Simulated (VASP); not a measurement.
BP, 2 atoms in the cell. It takes space group F-43m (No. 216, cubic). The conventional cell has a = 4.537 Å, b = 4.537 Å, c = 4.537 Å, α = 90.00°, β = 90.00°, γ = 90.00°. Within 2.6 Å of B (site symmetry -43m) lie 4 P at 1.96 Å. Within 2.6 Å of P (site symmetry -43m) lie 4 B at 1.96 Å. 

* Program: VASP 6.6.1
* Task: single point
* Functional: HSE06
* Potentials or basis: VASP PAW PBE potentials, release 64 (B, P)
* Cutoff: 520 eV
* k mesh: 4 × 4 × 4
* Occupations: gaussian, width 0.01 eV
* Spin: no spin polarisation
* Dipole correction: no
* Grid for exact exchange (PRECFOCK): Normal
* Further INCAR settings: ALGO = Normal; EDIFF = 1e-07; NBANDS = 11
* Screening parameter: 0.2079 1/Å

Potentials or basis: VASP PAW PBE potentials, release 64 (B, P).

Launch:

```bash
$ cat potpaw_PBE.64/B/POTCAR potpaw_PBE.64/P/POTCAR > POTCAR
$ cp INCAR.step1 INCAR
$ mpirun -np 1 vasp_std > vasp.out
$ cp INCAR.step2 INCAR
$ mpirun -np 1 vasp_std > vasp.out
```

Hardware: 1 thread of Intel(R) Xeon(R) Platinum 8488C (Sapphire Rapids), on a shared host.

Estimate the wall time of this run.

Run time: 82 s on 1 thread of Intel(R) Xeon(R) Platinum 8488C (Sapphire Rapids) (shared host), peak memory 0.23 GiB. Counts: k points 8.
